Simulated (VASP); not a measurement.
# SnO2 (P4_2/mnm) in VASP: dielectric tensor with r2SCAN

Aim: the dielectric tensor of SnO2 with r2SCAN.

Everything below comes from runs of VASP 6.6.1. Logs are shortened: lines on timing, memory, paths and dates and some standing lists are left out, and cuts for length are marked.

### Step 1. The cell of the first run

The structure is tetragonal, space group P4_2/mnm (No. 136). The conventional cell has a = 4.808 Å, b = 4.808 Å, c = 3.232 Å, α = 90.00°, β = 90.00°, γ = 90.00°. Sn (site symmetry mmm) has 6 O at 2.08 to 2.09 Å within 2.8 Å. Within 2.8 Å of O (site symmetry m2m) lie 3 Sn at 2.08 to 2.09 Å and 1 O at 2.63 Å.

### Step 2. Dielectric tensor, r2SCAN (strain +1.0%)

INCAR

```
ALGO = Normal
EDIFF = 1E-8
ENCUT = 520
ISIF = 2
ISMEAR = 0
KPAR = 4
LASPH = True
LCALCEPS = True
LCHARG = False
LMIXTAU = True
LREAL = False
LWAVE = False
METAGGA = R2SCAN
NELM = 80
PREC = Accurate
SIGMA = 0.01
```

KPOINTS

```
k-points
0
Gamma
  4 4 6
```

POSCAR

```
SnO2
1.0
    4.8081794617      0.0000000000      0.0000000000
    0.0000000000      4.8081794617      0.0000000000
    0.0000000000      0.0000000000      3.2320810738
Sn O
2 4
Direct
    0.0000000000      0.0000000000      0.0000000000
    0.5000000000      0.5000000000      0.5000000000
    0.3066342608      0.3066342608      0.0000000000
    0.1933657392      0.8066342608      0.5000000000
    0.8066342608      0.1933657392      0.5000000000
    0.6933657392      0.6933657392      0.0000000000
```

Potentials or basis: VASP PAW PBE potentials, release 64 (Sn_d, O).

The run is started by

```
$ cat potpaw_PBE.64/Sn_d/POTCAR potpaw_PBE.64/O/POTCAR > POTCAR
$ mpirun -np 4 vasp_std > vasp.out
```

OUTCAR:

```text
EDIFF = 1E-8
   ENCUT = 520
   ISIF = 2
   ISMEAR = 0
   LASPH = True
   LREAL = False
   METAGGA = R2SCAN
   NELM = 80
   PREC = Accurate

 ion  position               nearest neighbor table
   1  0.000  0.000  0.000-   4 2.08   5 2.08   4 2.08   5 2.08   3 2.09   6 2.09
   2  0.500  0.500  0.500-   3 2.08   6 2.08   3 2.08   6 2.08   5 2.09   4 2.09
   3  0.307  0.307  0.000-   2 2.08   2 2.08   1 2.09
   4  0.193  0.807  0.500-   1 2.08   1 2.08   2 2.09
   5  0.807  0.193  0.500-   1 2.08   1 2.08   2 2.09
   6  0.693  0.693  0.000-   2 2.08   2 2.08   1 2.09

  LATTYP: Found a simple tetragonal cell.
 ALAT       =     4.8081794617
 C/A-ratio  =     0.6722047502

  Lattice vectors:

 A1 = (   4.8081794617,   0.0000000000,   0.0000000000)
 A2 = (   0.0000000000,   4.8081794617,   0.0000000000)
 A3 = (   0.0000000000,   0.0000000000,   3.2320810738)

Analysis of symmetry for initial positions (statically):
=====================================================================
 Subroutine PRICEL returns:
 Original cell was already a primitive cell.

 Routine SETGRP: Setting up the symmetry group for a
 simple tetragonal supercell.

 Subroutine GETGRP returns: Found 16 space group operations
 (whereof  8 operations were pure point group operations)
 out of a pool of 16 trial point group operations.

The static configuration has the point symmetry D_2h.
 The point group associated with its full space group is D_4h.

Analysis of symmetry for dynamics (positions and initial velocities):
=====================================================================
 Subroutine PRICEL returns:
 Original cell was already a primitive cell.

 Routine SETGRP: Setting up the symmetry group for a
 simple tetragonal supercell.

 Subroutine GETGRP returns: Found 16 space group operations
 (whereof  8 operations were pure point group operations)
 out of a pool of 16 trial point group operations.

The dynamic configuration has the point symmetry D_2h.
 The point group associated with its full space group is D_4h.

 Subroutine INISYM returns: Found 16 space group operations
 (whereof  8 operations are pure point group operations),
 and found     1 'primitive' translations

[... 156 lines left out ...]
 cond. band min:   10000.0000000000   @ k =   0.0000   0.0000   0.0000
 fundamental gap:   9994.7855060499
 Fermi energy:         5.2849656896

 k-point     1 :       0.0000    0.0000    0.0000
  band No.  band energies     occupation
      1     -16.4691      2.00000
      2     -15.6353      2.00000
      3     -15.3859      2.00000
      4     -15.3859      2.00000
      5     -15.3655      2.00000
      6     -15.3095      2.00000
[... 805 lines left out ...]
     30   10000.0000      0.00000
     31   10000.0000      0.00000

------------------------ aborting loop because EDIFF is reached ----------------------------------------

            Ionic dipole moment: p[ion]=(   -33.65726   -33.65726   -42.01705 ) |e| Angst

 Total electronic dipole moment: p[elc]=(    -4.80818     4.80818    -3.21830 ) |e| Angst

 MACROSCOPIC STATIC DIELECTRIC TENSOR (including local field effects)
 ------------------------------------------------------
           4.004220     0.000000     0.000000
           0.000000     4.004220     0.000000
           0.000000     0.000000     4.337820
 ------------------------------------------------------

 PIEZOELECTRIC TENSOR (including local field effects) (e Angst)
          XX          YY          ZZ          XY          YZ          ZX
  --------------------------------------------------------------------------------
  x     0.00000     0.00000     0.00000     0.00000     0.00000     0.00000
  y     0.00000     0.00000     0.00000     0.00000     0.00000     0.00000
  z     0.00000     0.00000     0.00000     0.00000     0.00000     0.00000

 PIEZOELECTRIC TENSOR (including local field effects) (C/m^2)
          XX          YY          ZZ          XY          YZ          ZX
  --------------------------------------------------------------------------------
  x     0.00000     0.00000     0.00000     0.00000     0.00000     0.00000
  y     0.00000     0.00000     0.00000     0.00000     0.00000     0.00000
  z     0.00000     0.00000     0.00000     0.00000     0.00000     0.00000

 BORN EFFECTIVE CHARGES (including local field effects) (in |e|, cummulative output)
 ---------------------------------------------------------------------------------
 ion    1
    1     4.09830     0.44198     0.00000
    2     0.44198     4.09830     0.00000
    3     0.00000     0.00000     4.46808
 ion    2
    1     4.09830    -0.44198     0.00000
    2    -0.44198     4.09830     0.00000
    3     0.00000     0.00000     4.46808
 ion    3
    1    -2.04915    -0.68646     0.00000
    2    -0.68646    -2.04915     0.00000
    3     0.00000     0.00000    -2.23404
 ion    4
    1    -2.04915     0.68646     0.00000
    2     0.68646    -2.04915     0.00000
    3     0.00000     0.00000    -2.23404
 ion    5
    1    -2.04915     0.68646     0.00000
    2     0.68646    -2.04915     0.00000
    3     0.00000     0.00000    -2.23404
 ion    6
    1    -2.04915    -0.68646     0.00000
    2    -0.68646    -2.04915     0.00000
    3     0.00000     0.00000    -2.23404

  FORCE on cell =-STRESS in cart. coord.  units (eV):
  Direction    XX          YY          ZZ          XY          YZ          ZX
  --------------------------------------------------------------------------------------
  -------------------------------------------------------------------------------------
  Total       -2.1274698     -2.1274698     -2.6130659      0.0000000      0.0000000      0.0000000
  in kB      -45.6173874    -45.6173874    -56.0295798      0.0000000      0.0000000      0.0000000
  external PRESSURE =     -49.0881182 kB  Pullay stress =       0.0000000 kB

 VOLUME and BASIS-vectors are now :
 -----------------------------------------------------------------------------
  energy-cutoff  :      520.00
  volume of cell :       74.72
      direct lattice vectors                 reciprocal lattice vectors
     4.808179462  0.000000000  0.000000000     0.207978926  0.000000000  0.000000000
     0.000000000  4.808179462  0.000000000     0.000000000  0.207978926  0.000000000
     0.000000000  0.000000000  3.232081074     0.000000000  0.000000000  0.309398179

 POSITION                                       TOTAL-FORCE (eV/Angst)
 -----------------------------------------------------------------------------------
      0.00000      0.00000      0.00000         0.000000     -0.000000      0.000000
      2.40409      2.40409      1.61604         0.000000     -0.000000      0.000000
      1.47435      1.47435      0.00000        -0.020460     -0.020460     -0.000000
      0.92974      3.87844      1.61604         0.020460     -0.020460     -0.000000
      3.87844      0.92974      1.61604        -0.020460      0.020460      0.000000
      3.33383      3.33383      0.00000         0.020460      0.020460      0.000000
 -----------------------------------------------------------------------------------
    total drift:                                0.000000      0.000000      0.000000

  FREE ENERGIE OF THE ION-ELECTRON SYSTEM (eV)
  ---------------------------------------------------
  free  energy   TOTEN  =       -84.5724644800 eV

  energy  without entropy=      -84.5724644800  energy(sigma->0) =      -84.57246448
```

OSZICAR:

```text
N       E                     dE             d eps       ncg     rms          rms(c)
DAV:   1     0.615909090258E+03    0.61591E+03   -0.26935E+04  1589   0.264E+03
DAV:   2     0.319212401127E+00   -0.61559E+03   -0.59391E+03  1702   0.706E+02
[... 13 lines left out ...]
DMP:  10    -0.845724643084E+02   -0.19541E-06   -0.13255E-06   744   0.182E-06   0.288E-06
DMP:  11    -0.845724643983E+02   -0.89877E-07   -0.59631E-07   744   0.897E-07   0.114E-06
DMP:  12    -0.845724644391E+02   -0.40754E-07   -0.32270E-07   744   0.529E-07   0.536E-07
DMP:  13    -0.845724644617E+02   -0.22621E-07   -0.17116E-07   744   0.265E-07   0.313E-07
DMP:  14    -0.845724644734E+02   -0.11701E-07   -0.91900E-08   744   0.146E-07   0.162E-07
DMP:  15    -0.845724644800E+02   -0.65766E-08   -0.51982E-08   744   0.787E-08   0.987E-08
   1 F= -.84572464E+02 E0= -.84572464E+02  d E =-.158831E-25
```

Wall time 32 min (4 MPI ranks of Oxide Virtual Turin-like, shared host); peak memory 0.42 GiB.

What came out:

| Property | Result |
| --- | --- |
| Band gap on the k mesh | 1.45 eV |
| Electronic dielectric tensor (diagonal) | 4.00, 4.00, 4.34 |
| Born charges (mean of the diagonal) | Sn +4.22; O -2.11 e |

Electronic dielectric tensor:
```
4.00 0.00 0.00
0.00 4.00 0.00
0.00 0.00 4.34
```

Born effective charge tensors (e):
atom 1, Sn
```
4.10 0.44 0.00
0.44 4.10 0.00
0.00 0.00 4.47
```
atom 2, Sn
```
 4.10 -0.44  0.00
-0.44  4.10  0.00
 0.00  0.00  4.47
```
atom 3, O
```
-2.05 -0.69  0.00
-0.69 -2.05  0.00
 0.00  0.00 -2.23
```
atom 4, O
```
-2.05  0.69  0.00
 0.69 -2.05  0.00
 0.00  0.00 -2.23
```
atom 5, O
```
-2.05  0.69  0.00
 0.69 -2.05  0.00
 0.00  0.00 -2.23
```
atom 6, O
```
-2.05 -0.69  0.00
-0.69 -2.05  0.00
 0.00  0.00 -2.23
```

Dipole moments of the cell (e·Å, modulo the quantum): ionic -33.657, -33.657, -42.017; electronic -4.808, 4.808, -3.218

Caveat: the cell differs from its parent crystal (strain +1.0%); the structure was generated, so it needn't be the stable form of SnO2; the PAW data sets were made with another functional, which shifts forces and pressure a little; spin-orbit coupling is left out, which moves the levels of the heavy elements.

The gap in the log of VASP goes by the Fermi energy; the results here count the filled bands.